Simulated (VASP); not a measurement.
# VSi31 (a cell with a defect) in VASP: single point with PBEsol

Aim: the single point of VSi31 (a cell with a defect) with PBEsol.

Everything below comes from runs of VASP 6.6.1. Logs are shortened: lines on timing, memory, paths and dates and some standing lists are left out, and cuts for length are marked.

### 1 The cell of the first run

The cell holds a defect, 32 atoms: a = 9.412 Å, b = 9.412 Å, c = 9.412 Å, α = 109.47°, β = 109.47°, γ = 109.47°.

### 2 Single point, PBEsol, collinear spin, ferromagnetic start

Contents of INCAR:

```
SYSTEM = VSi31
  ALGO = Normal
  EDIFF = 1E-7
  ENCUT = 520
  GGA = PS
  ISIF = 2
  ISMEAR = 0
  ISPIN = 2
  LASPH = .TRUE.
  LCHARG = .FALSE.
  LMAXMIX = 4
  LORBIT = 11
  LREAL = Auto
  LWAVE = .FALSE.
  MAGMOM = 2 0 0 0 0 0 0 0 0 0 0 0 0 0 0 0 0 0 0 0 0 0 0 0 0 0 0 0 0 0 0 0
  NBANDS = 94
  NELM = 150
  PREC = Accurate
  SIGMA = 0.02
```

Contents of KPOINTS:

```
Automatic mesh
0
Gamma
  2 2 2
  0.5 0.5 0.5
```

Contents of POSCAR:

```
VSi31
1.0
   -5.4338341616     -5.4338341616      5.4338341616
    5.4338341616      5.4338341616      5.4338341616
   -5.4338341616      5.4338341616     -5.4338341616
V Si
1 31
Direct
    0.0000000000      0.2500000000      0.0000000000
    0.2517653065      0.2500000000      0.7494785369
    0.0000000000      0.5017653065      0.7494785369
    0.5000000000      0.2500000000      0.5000000000
    0.2505214631      0.5005214631      0.5022867696
    0.0000000000      0.7500000000      0.5000000000
    0.7494785369      0.2500000000      0.2517653065
    0.5022867696      0.5005214631      0.2505214631
    0.2505214631      0.7522867696      0.2505214631
    0.0000000000     -0.0005214631      0.2517653065
    0.7494785369      0.5017653065      0.0000000000
    0.5000000000      0.7500000000      0.0000000000
    0.2517653065     -0.0005214631      0.0000000000
    0.7482346935      0.7477132304      0.7482346935
    0.4977132304     -0.0017653065      0.7482346935
    0.7482346935     -0.0017653065      0.4977132304
    0.0000000000     -0.0060982472      0.0000000000
    0.2489343828     -0.0006622895      0.7493377105
    0.0000000000      0.2500000000      0.7439017528
    0.5004033277      0.0010656172      0.5004033277
    0.2506622895      0.2500000000      0.4995966723
    0.0000000000      0.5006622895      0.4995966723
    0.7493377105     -0.0006622895      0.2489343828
    0.4995966723      0.2500000000      0.2506622895
    0.2560982472      0.5060982472      0.2560982472
    0.0000000000      0.7495966723      0.2506622895
    0.7439017528      0.2500000000      0.0000000000
    0.4995966723      0.5006622895      0.0000000000
    0.2506622895      0.7495966723      0.0000000000
    0.7493377105      0.4989343828      0.7493377105
    0.5004033277      0.7504033277      0.7510656172
    0.7510656172      0.7504033277      0.5004033277
```

Potentials or basis: VASP PAW PBE potentials, release 64 (V_sv, Si).

On the command line:

```bash
$ cat potpaw_PBE.64/V_sv/POTCAR potpaw_PBE.64/Si/POTCAR > POTCAR
$ mpirun -np 1 vasp_std > vasp.out
```

OUTCAR:

```text
SYSTEM = VSi31
   EDIFF = 1E-7
   ENCUT = 520
   GGA = PS
   ISIF = 2
   ISMEAR = 0
   ISPIN = 2
   LASPH = .TRUE.
   LORBIT = 11
   LREAL = Auto
   NELM = 150
   PREC = Accurate

 ion  position               nearest neighbor table
   1  0.000  0.250  0.000-  17 2.41  19 2.41  25 2.41  27 2.41
   2  0.252  0.250  0.749-  21 2.35  18 2.35  28 2.35  19 2.35
   3  0.000  0.502  0.749-  22 2.35  29 2.35  30 2.35  19 2.35
   4  0.500  0.250  0.500-  21 2.35  24 2.35  30 2.35  20 2.35
   5  0.251  0.501  0.502-  31 2.35  22 2.35  21 2.35  25 2.35
   6  0.000  0.750  0.500-  18 2.35  22 2.35  26 2.35  32 2.35
[... 24 lines left out ...]
  31  0.500  0.750  0.751-  12 2.35   5 2.35  14 2.35  15 2.35
  32  0.751  0.750  0.500-   6 2.35   8 2.35  14 2.35  16 2.35

  LATTYP: Found a body centered cubic cell.
 ALAT       =    10.8676683232

  Lattice vectors:

 A1 = (  -5.4338341616,  -5.4338341616,   5.4338341616)
 A2 = (   5.4338341616,   5.4338341616,   5.4338341616)
 A3 = (  -5.4338341616,   5.4338341616,  -5.4338341616)

Analysis of symmetry for initial positions (statically):
=====================================================================
 Subroutine PRICEL returns:
 Original cell was already a primitive cell.

 Routine SETGRP: Setting up the symmetry group for a
 body centered cubic supercell.

 Subroutine GETGRP returns: Found 24 space group operations
 (whereof  6 operations were pure point group operations)
 out of a pool of 48 trial point group operations.

The static configuration has the point symmetry C_3v.
 The point group associated with its full space group is T_d .

Analysis of symmetry for dynamics (positions and initial velocities):
=====================================================================
 Subroutine PRICEL returns:
 Original cell was already a primitive cell.

 Routine SETGRP: Setting up the symmetry group for a
 body centered cubic supercell.

 Subroutine GETGRP returns: Found 24 space group operations
 (whereof  6 operations were pure point group operations)
 out of a pool of 48 trial point group operations.

The dynamic configuration has the point symmetry C_3v.
 The point group associated with its full space group is T_d .

Analysis of structural, dynamic, and magnetic symmetry:
=====================================================================
 Subroutine PRICEL returns:
 Original cell was already a primitive cell.

 Routine SETGRP: Setting up the symmetry group for a
 body centered cubic supercell.

 Subroutine GETGRP returns: Found 24 space group operations
 (whereof  6 operations were pure point group operations)
 out of a pool of 48 trial point group operations.

The overall configuration has the point symmetry C_3v.
 The point group associated with its full space group is T_d .

 Subroutine INISYM returns: Found 24 space group operations
 (whereof  6 operations are pure point group operations),
 and found     1 'primitive' translations

----------------------------------------------------------------------------------------

                                     Primitive cell

  volume of cell :     641.7696

  direct lattice vectors                    reciprocal lattice vectors
    -5.433834162 -5.433834162  5.433834162    -0.092016058  0.000000000  0.092016058
     5.433834162  5.433834162  5.433834162     0.000000000  0.092016058  0.092016058
    -5.433834162  5.433834162 -5.433834162    -0.092016058  0.092016058  0.000000000

  length of vectors
     9.411676848  9.411676848  9.411676848     0.130130357  0.130130357  0.130130357

  position of ions in fractional coordinates (direct lattice)
     0.000000000  0.250000000  0.000000000
     0.251765306  0.250000000  0.749478537
     0.000000000  0.501765306  0.749478537
     0.500000000  0.250000000  0.500000000
     0.250521463  0.500521463  0.502286770
     0.000000000  0.750000000  0.500000000
[... 90 lines left out ...]
  0.250000  0.250000  0.250000      2.000000
 -0.250000  0.250000  0.250000      6.000000
   k-points           NKPTS =      2   k-points in BZ     NKDIM =      2   number of bands    NBANDS=     94
   number of dos      NEDOS =    301   number of ions     NIONS =     32
   total plane-waves  NPLWV = 343000
   dimension x,y,z NGX =    70 NGY =   70 NGZ =   70
   dimension x,y,z NGXF=   140 NGYF=  140 NGZF=  140
   ions per type =               1  31
   NGX,Y,Z   is equivalent  to a cutoff of  12.36, 12.36, 12.36 a.u.
   NGXF,Y,Z  is equivalent  to a cutoff of  24.73, 24.73, 24.73 a.u.
 SYSTEM =  VSi31
   PREC   = accura    normal or accurate (medium, high low for compatibility)
   ISTART =      0    job   : 0-new  1-cont  2-samecut
   ICHARG =      2    charge: 1-file 2-atom 10-const
   ISPIN  =      2    spin polarized calculation?
   LNONCOLLINEAR =      F non collinear calculations
   LSORBIT =      F    spin-orbit coupling
   LASPH  =      T    aspherical Exc in radial PAW
   ENCUT  =  520.0 eV  38.22 Ry    6.18 a.u.  17.50 17.50 17.50*2*pi/ulx,y,z
   NELM   =    150;   NELMIN=  2; NELMDL= -5     # of ELM steps
   EDIFF  = 0.1E-06   stopping-criterion for ELM
   LREAL  =      T    real-space projection
   EDIFFG = 0.1E-05   stopping-criterion for IOM
   NSW    =      0    number of steps for IOM
   IBRION =     -1    ionic relax: 0-MD 1-quasi-New 2-CG
   NFREE  =      0    steps in history (QN), initial steepest desc. (CG)
   ISIF   =      2    stress and relaxation
   ISYM   =      2    0-nonsym 1-usesym 2-fastsym
   POTIM  = 0.5000    time-step for ionic-motion
   TEBEG  =    0.0;   TEEND  =   0.0 temperature during run
   PSTRESS=    0.0 pullay stress
   NELECT =     137.0000    total number of electrons
   NUPDOWN=      -1.0000    fix difference up-down
   EMIN   =  10.00;   EMAX   =-10.00  energy-range for DOS
   EFERMI =   0.00;   METHOD = LEGACY
   ISMEAR =     0;   SIGMA  =   0.02  broadening in eV -4-tet -1-fermi 0-gaus
   EFERMI_NEDOS =   21; number of points for ismear=-14 and -15
   IALGO  =     38    algorithm
   IMIX   =      4    mixing-type and parameters
     AMIX     =   0.40;   BMIX     =  1.00
     AMIX_MAG =   1.60;   BMIX_MAG =  1.00
  volume/ion in A,a.u.               =      20.06       135.34
  Fermi-wavevector in a.u.,A,eV,Ry     =   0.978412  1.848931 13.024734  0.957291
  Thomas-Fermi vector in A             =   2.109186
   LORBIT       =     11    0 simple, 1 ext, 2 COOP (PROOUT), +10 PAW based schemes
   GGA     = PS    functional components
   LHFCALC =     F    Hartree Fock is set to
   AEXX    =    0.0000 exact exchange contribution
   IVDW    =     0    specifies the selected vdW correction
   LEPSILON=     F    determine dielectric tensor
   LRPA    =     F    only Hartree local field effects (RPA)
 spin polarized calculation
 Gauss-broadening in eV      SIGMA  =   0.02
  energy-cutoff  :      520.00
  volume of cell :      641.77
 maximum number of plane-waves:     17304
 NGX is ok and might be reduce to    70
   NGX = 35   NGY = 35   NGZ = 35

 number of electron     137.0000007 magnetization       1.0000497

 Free energy of the ion-electron system (eV)
  ---------------------------------------------------
  ext. energy  EPLUGINS =         0.00000000
  ---------------------------------------------------
  free energy    TOTEN  =      -184.64770599 eV

  energy without entropy =     -184.64376591  energy(sigma->0) =     -184.64573595

 E-fermi :   5.4865     XC(G=0):  -9.5846

 val. band max:        5.4802766117   @ k =  -0.2500   0.2500   0.2500
 cond. band min:       5.6636542960   @ k =  -0.2500   0.2500   0.2500
 fundamental gap:      0.1833776842
 Fermi energy:         5.4864921898

 spin component 1

 k-point     1 :       0.2500    0.2500    0.2500
  band No.  band energies     occupation
      1     -58.4419      1.00000
      2     -32.4295      1.00000
      3     -32.4295      1.00000
      4     -32.4295      1.00000
      5      -5.4422      1.00000
      6      -5.4422      1.00000
[... 155 lines left out ...]
     79       7.7972      0.00000
     80       7.9048      0.00000
 Fermi energy:         5.4864921898

 spin component 2

 k-point     1 :       0.2500    0.2500    0.2500
  band No.  band energies     occupation
      1     -57.4679      1.00000
      2     -31.4615      1.00000
      3     -31.4615      1.00000
      4     -31.4615      1.00000
      5      -5.4456      1.00000
      6      -5.4456      1.00000
[... 155 lines left out ...]
     79       7.8214      0.00000
     80       7.9301      0.00000
 [bands above 80 left out]

------------------------ aborting loop because EDIFF is reached ----------------------------------------

  FORCE on cell =-STRESS in cart. coord.  units (eV):
  Direction    XX          YY          ZZ          XY          YZ          ZX
  --------------------------------------------------------------------------------------
  -------------------------------------------------------------------------------------
  Total        2.6923815      2.6923815      2.6923815      0.0000000     -0.0000000      0.0000000
  in kB        6.7215286      6.7215286      6.7215286      0.0000000     -0.0000000      0.0000000
  external PRESSURE =       6.7215286 kB  Pullay stress =       0.0000000 kB

 VOLUME and BASIS-vectors are now :
 -----------------------------------------------------------------------------
  energy-cutoff  :      520.00
  volume of cell :      641.77
      direct lattice vectors                 reciprocal lattice vectors
    -5.433834162 -5.433834162  5.433834162    -0.092016058  0.000000000  0.092016058
     5.433834162  5.433834162  5.433834162     0.000000000  0.092016058  0.092016058
    -5.433834162  5.433834162 -5.433834162    -0.092016058  0.092016058  0.000000000

 POSITION                                       TOTAL-FORCE (eV/Angst)
 -----------------------------------------------------------------------------------
      1.35846      1.35846      1.35846        -0.000000      0.000000      0.000000
     -4.08213      4.06295     -1.34603         0.007325      0.006676     -0.006676
     -1.34603      6.79905     -1.34603        -0.006676     -0.007325     -0.006676
     -4.07538      1.35846      1.35846        -0.000000      0.000000      0.000000
     -1.37088      4.08780      1.35170         0.006676     -0.006676      0.007325
      1.35846      6.79229      1.35846        -0.000000      0.000000      0.000000
[... 24 lines left out ...]
     -2.72271      5.43962      2.71551        -0.000362      0.000362     -0.001217
     -2.72271      2.71551      5.43962        -0.000362     -0.001217      0.000362
 -----------------------------------------------------------------------------------
    total drift:                                0.000001     -0.000001     -0.000000

  FREE ENERGIE OF THE ION-ELECTRON SYSTEM (eV)
  ---------------------------------------------------
  free  energy   TOTEN  =      -184.6477059858 eV

  energy  without entropy=     -184.6437659117  energy(sigma->0) =     -184.64573595

 total charge

# of ion       s       p       d       tot
------------------------------------------
    1        2.323   6.140   3.087  11.550
    2        0.754   0.932   0.000   1.686
    3        0.754   0.932   0.000   1.686
    4        0.753   0.943   0.000   1.696
    5        0.754   0.932   0.000   1.686
    6        0.753   0.943   0.000   1.696
[... 24 lines left out ...]
   31        0.754   0.938   0.000   1.691
   32        0.754   0.938   0.000   1.691
--------------------------------------------------
tot         25.757  35.213   3.087  64.057

 magnetization (x)

# of ion       s       p       d       tot
------------------------------------------
    1        0.015  -0.003   0.988   1.000
    2        0.002  -0.001   0.000   0.000
    3        0.002  -0.001   0.000   0.000
    4       -0.000  -0.003   0.000  -0.003
    5        0.002  -0.001   0.000   0.000
    6       -0.000  -0.003   0.000  -0.003
[... 24 lines left out ...]
   31       -0.000  -0.002   0.000  -0.002
   32       -0.000  -0.002   0.000  -0.002
--------------------------------------------------
tot          0.009  -0.123   0.988   0.874
```

Run time: 18 min. Hardware: 1 thread of Intel Xeon 8259CL, shared host; peak memory 0.95 GiB.

Results:

```yaml
Free_energy: -184.6477 eV
Pressure: 0.7 GPa
Largest_force: 0.017 eV/Å
Band_gap_on_the_k_mesh: zero (filled and empty bands overlap)
Net_moment: 1.00 μB per cell
Site_moments: V +1.00; Si +0.00, -0.00, -0.03 (each value once) μB
Valence_electrons_inside_the_program's_atomic_spheres: V 11.55; Si 1.69, 1.70, 1.72 (each value once)
```

Forces on the atoms (eV/Å):
```
V    0.000  0.000  0.000
Si   0.007  0.007 -0.007
Si  -0.007 -0.007 -0.007
Si   0.000  0.000  0.000
Si   0.007 -0.007  0.007
Si   0.000  0.000  0.000
Si   0.007 -0.007  0.007
Si   0.007  0.007 -0.007
Si  -0.007 -0.007 -0.007
Si   0.007 -0.007  0.007
Si  -0.007 -0.007 -0.007
Si   0.000  0.000  0.000
Si   0.007  0.007 -0.007
Si  -0.007  0.007  0.007
Si  -0.007  0.007  0.007
Si  -0.007  0.007  0.007
Si  -0.010 -0.010 -0.010
Si   0.000 -0.001  0.000
Si   0.010 -0.010  0.010
Si   0.001  0.000  0.000
Si  -0.001  0.000  0.000
Si   0.000  0.001  0.000
Si   0.000  0.000 -0.001
Si  -0.001  0.000  0.000
Si  -0.010  0.010  0.010
Si   0.000  0.001  0.000
Si   0.010  0.010 -0.010
Si   0.000  0.000  0.001
Si   0.000  0.000  0.001
Si   0.001  0.000  0.000
Si   0.000  0.000 -0.001
Si   0.000 -0.001  0.000
```

Levels at points of the mesh, in eV from the Fermi level:
Spin up:
| k point | band 66 | band 67 | band 68 | band 69 | band 70 | band 71 | band 72 | band 73 |
| --- | --- | --- | --- | --- | --- | --- | --- | --- |
| (0.25, 0.25, 0.25) | -0.52 | -0.52 | -0.52 | -0.04 | -0.04 | 1.31 | 1.31 | 1.31 |
Spin down:
| k point | band 66 | band 67 | band 68 | band 69 | band 70 | band 71 |
| --- | --- | --- | --- | --- | --- | --- |
| (0.25, 0.25, 0.25) | -0.41 | -0.41 | -0.41 | 0.73 | 0.73 | 1.47 |

Caveat: the k points lie up to 0.41 Å⁻¹ apart; the PAW data sets were made with another functional, which shifts forces and pressure a little.

The gap in the log of VASP goes by the Fermi energy; the results here count the filled bands.